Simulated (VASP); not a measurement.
# TePt2 (P6/mmm) in VASP: a series of runs

The runs below take TePt2 through single point, relaxation of cell and atoms, with PBE.

All numbers are computed with VASP 6.6.1; they aren't measurements. Logs are shortened: lines on timing, memory, paths and dates and some standing lists are left out, and cuts for length are marked.

**1. The cell of the first run**

Symmetry: P6/mmm, No. 191, hexagonal system. The conventional cell has a = 4.695 Å, b = 4.695 Å, c = 2.975 Å, α = 90.00°, β = 90.00°, γ = 120.00°. Te (site symmetry 6/mmm) has 2 Te at 2.97 Å and 12 Pt at 3.09 Å within 3.9 Å. Within 3.6 Å of Pt (site symmetry -6m2) lie 5 Pt at 2.71 to 2.97 Å and 6 Te at 3.09 Å.

**2. Single point, PBE**

Contents of INCAR:

```
PREC = Accurate
ENCUT = 520
EDIFF = 1E-6
ISMEAR = 0
SIGMA = 0.1
LREAL = False
LASPH = True
NELM = 60
ALGO = Fast
ISIF = 2
LWAVE = False
LCHARG = False
GGA = PE
NBANDS = 20
```

Contents of KPOINTS:

```
Automatic mesh
0
Gamma
  12 12 16
```

Contents of POSCAR:

```
TePt2
1.0
    4.6951459030      0.0000000000      0.0000000000
   -2.3475729515      4.0661156265      0.0000000000
    0.0000000000      0.0000000000      2.9746016140
Te Pt
1 2
Direct
    0.0000000000      0.0000000000      0.0000000000
    0.3333333333      0.6666666667      0.5000000000
    0.6666666667      0.3333333333      0.5000000000
```

Potentials or basis: VASP PAW PBE potentials, release 64 (Te, Pt).

Launch:

```bash
cat potpaw_PBE.64/Te/POTCAR potpaw_PBE.64/Pt/POTCAR > POTCAR
mpirun -np 1 vasp_std > vasp.out
```

OUTCAR:

```text
PREC = Accurate
   ENCUT = 520
   EDIFF = 1E-6
   ISMEAR = 0
   LREAL = False
   LASPH = True
   NELM = 60
   ISIF = 2
   GGA = PE

 ion  position               nearest neighbor table
   1  0.000  0.000  0.000-   2 3.09   3 3.09   2 3.09   3 3.09   3 3.09   3 3.09   2 3.09   2 3.09
                             3 3.09   3 3.09   2 3.09   2 3.09
   2  0.333  0.667  0.500-   3 2.71   3 2.71   3 2.71   1 3.09   1 3.09   1 3.09   1 3.09   1 3.09
                             1 3.09
   3  0.667  0.333  0.500-   2 2.71   2 2.71   2 2.71   1 3.09   1 3.09   1 3.09   1 3.09   1 3.09
                             1 3.09

  LATTYP: Found a hexagonal cell.
 ALAT       =     4.6951459030
 C/A-ratio  =     0.6335482806

  Lattice vectors:

 A1 = (   4.6951459030,   0.0000000000,   0.0000000000)
 A2 = (  -2.3475729515,   4.0661156265,   0.0000000000)
 A3 = (   0.0000000000,   0.0000000000,   2.9746016140)

Analysis of symmetry for initial positions (statically):
=====================================================================
 Subroutine PRICEL returns:
 Original cell was already a primitive cell.

 Routine SETGRP: Setting up the symmetry group for a
 hexagonal supercell.

 Subroutine GETGRP returns: Found 24 space group operations
 (whereof 24 operations were pure point group operations)
 out of a pool of 24 trial point group operations.

The static configuration has the point symmetry D_6h.

Analysis of symmetry for dynamics (positions and initial velocities):
=====================================================================
 Subroutine PRICEL returns:
 Original cell was already a primitive cell.

 Routine SETGRP: Setting up the symmetry group for a
 hexagonal supercell.

 Subroutine GETGRP returns: Found 24 space group operations
 (whereof 24 operations were pure point group operations)
 out of a pool of 24 trial point group operations.

The dynamic configuration has the point symmetry D_6h.

 Subroutine INISYM returns: Found 24 space group operations
 (whereof 24 operations are pure point group operations),
 and found     1 'primitive' translations

----------------------------------------------------------------------------------------

                                     Primitive cell

  volume of cell :      56.7881

  direct lattice vectors                    reciprocal lattice vectors
     4.695145903  0.000000000  0.000000000     0.212985926  0.122967482  0.000000000
    -2.347572952  4.066115627  0.000000000     0.000000000  0.245934964  0.000000000
     0.000000000  0.000000000  2.974601614     0.000000000  0.000000000  0.336179472

  length of vectors
     4.695145903  4.695145903  2.974601614     0.245934964  0.245934964  0.336179472

  position of ions in fractional coordinates (direct lattice)
     0.000000000  0.000000000  0.000000000
     0.333333333  0.666666667  0.500000000
     0.666666667  0.333333333  0.500000000

  ion indices of the primitive-cell ions
   primitive index   ion index
                 1           1
                 2           2
                 3           3

----------------------------------------------------------------------------------------

 KPOINTS: Automatic mesh

Automatic generation of k-mesh.
 Grid dimensions read from file:
 generate k-points for:   12   12   16

 Generating k-lattice:

  Cartesian coordinates                     Fractional coordinates (reciprocal lattice)
     0.017748827  0.010247290  0.000000000     0.083333333  0.000000000  0.000000000
     0.000000000  0.020494580  0.000000000     0.000000000  0.083333333  0.000000000
     0.000000000  0.000000000  0.021011217     0.000000000  0.000000000  0.062500000

  Length of vectors
     0.020494580  0.020494580  0.021011217

  Shift w.r.t. Gamma in fractional coordinates (k-lattice)
     0.000000000  0.000000000  0.000000000

 Subroutine IBZKPT returns following result:
 ===========================================

 Found    171 irreducible k-points:

 Following reciprocal coordinates:
            Coordinates               Weight
  0.000000  0.000000  0.000000      1.000000
  0.083333 -0.000000  0.000000      6.000000
  0.166667  0.000000  0.000000      6.000000
  0.250000  0.000000  0.000000      6.000000
  0.333333  0.000000  0.000000      6.000000
  0.416667  0.000000  0.000000      6.000000
[... 16 lines left out ...]
  0.250000  0.000000  0.062500     12.000000
  0.333333  0.000000  0.062500     12.000000
 [... further k-points ...]
   k-points           NKPTS =    171   k-points in BZ     NKDIM =    171   number of bands    NBANDS=     20
   number of dos      NEDOS =    301   number of ions     NIONS =      3
   total plane-waves  NPLWV =  31104
   dimension x,y,z NGX =    36 NGY =   36 NGZ =   24
   dimension x,y,z NGXF=    72 NGYF=   72 NGZF=   48
   ions per type =               1   2
   NGX,Y,Z   is equivalent  to a cutoff of  12.75, 12.75, 13.41 a.u.
   NGXF,Y,Z  is equivalent  to a cutoff of  25.49, 25.49, 26.83 a.u.
 SYSTEM =  unknown system
   PREC   = accura    normal or accurate (medium, high low for compatibility)
   ISTART =      0    job   : 0-new  1-cont  2-samecut
   ICHARG =      2    charge: 1-file 2-atom 10-const
   ISPIN  =      1    spin polarized calculation?
   LNONCOLLINEAR =      F non collinear calculations
   LSORBIT =      F    spin-orbit coupling
   LASPH  =      T    aspherical Exc in radial PAW
   ENCUT  =  520.0 eV  38.22 Ry    6.18 a.u.   8.73  8.73  5.53*2*pi/ulx,y,z
   NELM   =     60;   NELMIN=  2; NELMDL= -5     # of ELM steps
   EDIFF  = 0.1E-05   stopping-criterion for ELM
   LREAL  =      F    real-space projection
   EDIFFG = 0.1E-04   stopping-criterion for IOM
   NSW    =      0    number of steps for IOM
   IBRION =     -1    ionic relax: 0-MD 1-quasi-New 2-CG
   NFREE  =      0    steps in history (QN), initial steepest desc. (CG)
   ISIF   =      2    stress and relaxation
   ISYM   =      2    0-nonsym 1-usesym 2-fastsym
   POTIM  = 0.5000    time-step for ionic-motion
   TEBEG  =    0.0;   TEEND  =   0.0 temperature during run
   PSTRESS=    0.0 pullay stress
   NELECT =      26.0000    total number of electrons
   NUPDOWN=      -1.0000    fix difference up-down
   EMIN   =  10.00;   EMAX   =-10.00  energy-range for DOS
   EFERMI =   0.00;   METHOD = LEGACY
   ISMEAR =     0;   SIGMA  =   0.10  broadening in eV -4-tet -1-fermi 0-gaus
   EFERMI_NEDOS =   21; number of points for ismear=-14 and -15
   IALGO  =     68    algorithm
   IMIX   =      4    mixing-type and parameters
     AMIX     =   0.40;   BMIX     =  1.00
     AMIX_MAG =   1.60;   BMIX_MAG =  1.00
  volume/ion in A,a.u.               =      18.93       127.74
  Fermi-wavevector in a.u.,A,eV,Ry     =   1.261770  2.384399 21.661327  1.592063
  Thomas-Fermi vector in A             =   2.395212
   LORBIT       =      0    0 simple, 1 ext, 2 COOP (PROOUT), +10 PAW based schemes
   GGA     = PE    functional components
   LHFCALC =     F    Hartree Fock is set to
   AEXX    =    0.0000 exact exchange contribution
   IVDW    =     0    specifies the selected vdW correction
   LEPSILON=     F    determine dielectric tensor
   LRPA    =     F    only Hartree local field effects (RPA)
 non-spin polarized calculation
 RMM-DIIS sequential band-by-band and
 Gauss-broadening in eV      SIGMA  =   0.10
  energy-cutoff  :      520.00
  volume of cell :       56.79
 maximum number of plane-waves:      1559
 NGX is ok and might be reduce to    36
   NGX = 17   NGY = 17   NGZ = 11

 number of electron      26.0000001 magnetization

 Free energy of the ion-electron system (eV)
  ---------------------------------------------------
  ext. energy  EPLUGINS =         0.00000000
  ---------------------------------------------------
  free energy    TOTEN  =       -14.39712615 eV

  energy without entropy =      -14.37797915  energy(sigma->0) =      -14.38755265

 E-fermi :   9.9873     XC(G=0): -12.0879

 val. band max:        9.9811862378   @ k =   0.3333   0.2500   0.4375
 cond. band min:       9.9876683340   @ k =   0.1667   0.0000   0.2500
 fundamental gap:      0.0064820962
 Fermi energy:         9.9872561249

 k-point     1 :       0.0000    0.0000    0.0000
  band No.  band energies     occupation
      1      -4.0032      2.00000
      2       4.3133      2.00000
      3       4.3133      2.00000
      4       5.3407      2.00000
      5       6.4529      2.00000
      6       6.7036      2.00000
[... 12 lines left out ...]
     19      18.9103      0.00000
     20      24.4753      0.00000

 k-point     2 :       0.0833   -0.0000    0.0000
  band No.  band energies     occupation
      1      -3.9671      2.00000
      2       3.9719      2.00000
      3       4.3439      2.00000
      4       5.4362      2.00000
      5       6.3970      2.00000
      6       6.7895      2.00000
[... 12 lines left out ...]
     19      18.8695      0.00000
     20      23.5356      0.00000

 k-point     3 :       0.1667    0.0000    0.0000
  band No.  band energies     occupation
      1      -3.8658      2.00000
      2       3.3835      2.00000
      3       4.4301      2.00000
      4       5.5511      2.00000
      5       6.2105      2.00000
      6       6.7001      2.00000
[... 12 lines left out ...]
     19      18.7425      0.00000
     20      22.7011      0.00000

 k-point     4 :       0.2500    0.0000    0.0000
  band No.  band energies     occupation
      1      -3.7214      2.00000
      2       2.8591      2.00000
      3       4.5551      2.00000
      4       5.6598      2.00000
      5       5.8822      2.00000
      6       6.5798      2.00000
[... 429 lines left out ...]
 k-point    23 :       0.2500    0.0000    0.0625
  band No.  band energies     occupation
      1      -3.6568      2.00000
      2       2.9251      2.00000
      3       4.5884      2.00000
      4       5.7149      2.00000
      5       5.9364      2.00000
      6       6.6232      2.00000
[... 12 lines left out ...]
     19      19.1926      0.00000
     20      21.2070      0.00000

 k-point    24 :       0.3333    0.0000    0.0625
  band No.  band energies     occupation
      1      -3.5064      2.00000
      2       2.5466      2.00000
      3       4.7147      2.00000
      4       5.5136      2.00000
      5       5.8543      2.00000
      6       6.5026      2.00000
[... 12 lines left out ...]
     19      19.5292      0.00000
     20      20.7744      0.00000

 [... further k-points ...]

------------------------ aborting loop because EDIFF is reached ----------------------------------------

  FORCE on cell =-STRESS in cart. coord.  units (eV):
  Direction    XX          YY          ZZ          XY          YZ          ZX
  --------------------------------------------------------------------------------------
  -------------------------------------------------------------------------------------
  Total       -0.1067511     -0.1067511     -0.0951256      0.0000000      0.0000000      0.0000000
  in kB       -3.0117957     -3.0117957     -2.6838018      0.0000000      0.0000000      0.0000000
  external PRESSURE =      -2.9024644 kB  Pullay stress =       0.0000000 kB

 VOLUME and BASIS-vectors are now :
 -----------------------------------------------------------------------------
  energy-cutoff  :      520.00
  volume of cell :       56.79
      direct lattice vectors                 reciprocal lattice vectors
     4.695145903  0.000000000  0.000000000     0.212985926  0.122967482  0.000000000
    -2.347572952  4.066115627  0.000000000     0.000000000  0.245934964  0.000000000
     0.000000000  0.000000000  2.974601614     0.000000000  0.000000000  0.336179472

 POSITION                                       TOTAL-FORCE (eV/Angst)
 -----------------------------------------------------------------------------------
      0.00000      0.00000      0.00000        -0.000000      0.000000     -0.000000
     -0.00000      2.71074      1.48730         0.000000     -0.000000      0.000000
      2.34757      1.35537      1.48730        -0.000000      0.000000     -0.000000
 -----------------------------------------------------------------------------------
    total drift:                                0.000000      0.000000     -0.000000

  FREE ENERGIE OF THE ION-ELECTRON SYSTEM (eV)
  ---------------------------------------------------
  free  energy   TOTEN  =       -14.3971261547 eV

  energy  without entropy=      -14.3779791519  energy(sigma->0) =      -14.38755265
```

It took 94 s on 1 thread of AMD EPYC 9R45 (Zen 5), shared host; peak memory 0.28 GiB.

What came out:

```
Free energy            : -14.3971 eV
Pressure               : -0.3 GPa
Band gap on the k mesh : zero (bands 13 and 14 overlap by 2.13 eV)
```

Caveat: spin-orbit coupling is left out, which moves the levels of the heavy elements.

**3. Relaxation of cell and atoms, PBE**

This run uses another cell than the first one, of 18.87 Å³/atom.

Contents of INCAR:

```
  ALGO = Fast
  EDIFF = 1E-6
  EDIFFG = -0.01
  ENCUT = 600
  GGA = PE
  IBRION = 2
  ISIF = 3
  ISMEAR = 0
  LASPH = True
  LCHARG = False
  LREAL = False
  LWAVE = False
  NELM = 100
  NSW = 100
  PREC = Accurate
  SIGMA = 0.1
```

Contents of KPOINTS:

```
k-points
0
Gamma
  12 12 16
```

Contents of POSCAR:

```
TePt2
1.0
    4.7088792585      0.0000000000      0.0000000000
   -2.3544396293      4.0780090612      0.0000000000
    0.0000000000      0.0000000000      2.9472345422
Te Pt
1 2
Direct
    0.0000000000      0.0000000000      0.0000000000
    0.3333333333      0.6666666667      0.5000000000
    0.6666666667      0.3333333333      0.5000000000
```

Potentials or basis: VASP PAW PBE potentials, release 64 (Te, Pt).

Launch:

```bash
cat potpaw_PBE.64/Te/POTCAR potpaw_PBE.64/Pt/POTCAR > POTCAR
mpirun -np 1 vasp_std > vasp.out
```

Run time: 6.4 min. Hardware: 1 thread of AMD EPYC 9R45 (Zen 5), shared host; peak memory 0.33 GiB.

Results (log left out):

* Free energy: -14.3972 eV
* Relaxed volume: 18.90 Å³/atom
* Relaxed cell: a = 4.693 Å, b = 4.693 Å, c = 2.972 Å, α = 90.00°, β = 90.00°, γ = 120.00°
* Space group after relaxing (to 0.1 Å): P6/mmm (No. 191)
* Energy gained by relaxing: 0.7 meV/atom
* Ionic steps: 8
* Pressure after relaxing: 0.0 GPa
* Band gap on the k mesh: zero (bands 13 and 14 overlap by 2.13 eV)

The path:
```csv
step,energy change (eV),largest force (eV/Å),pressure (GPa),volume (Å³)
1,0.0000,0.0000,0.03,56.60
2,-0.0021,0.0000,0.15,56.62
3,-0.0022,0.0000,0.21,56.63
4,-0.0022,0.0000,0.18,56.63
5,-0.0022,0.0000,0.18,56.63
6,-0.0022,0.0000,0.17,56.63
7,-0.0021,0.0000,-0.27,56.80
8,-0.0022,0.0000,0.01,56.69
```

Final structure:
```
Te Pt
1.0
     4.69291    0.00000    0.00000
    -2.34645    4.06418    0.00000
     0.00000    0.00000    2.97223
Te Pt
1 2
Direct
  0.00000 0.00000 0.00000
  0.33333 0.66667 0.50000
  0.66667 0.33333 0.50000
```

Levels at points of the mesh, in eV from the Fermi level:
```tsv
k point	band 9	band 10	band 11	band 12	band 13	band 14	band 15	band 16	band 17
(0.00, 0.00, 0.00)	-2.08	-2.08	-0.83	-0.83	1.32	1.32	2.64	2.64	2.79
(0.50, 0.00, 0.00)	-2.20	-1.30	-1.11	-0.97	-0.59	0.62	4.03	4.75	7.37
(0.00, 0.00, 0.50)	-2.73	-2.73	-1.45	0.45	1.53	1.53	2.14	2.59	6.54
(0.50, 0.00, 0.50)	-1.83	-0.95	-0.74	-0.17	0.28	1.44	1.71	2.60	3.37
```

Caveat: spin-orbit coupling is left out, which moves the levels of the heavy elements.
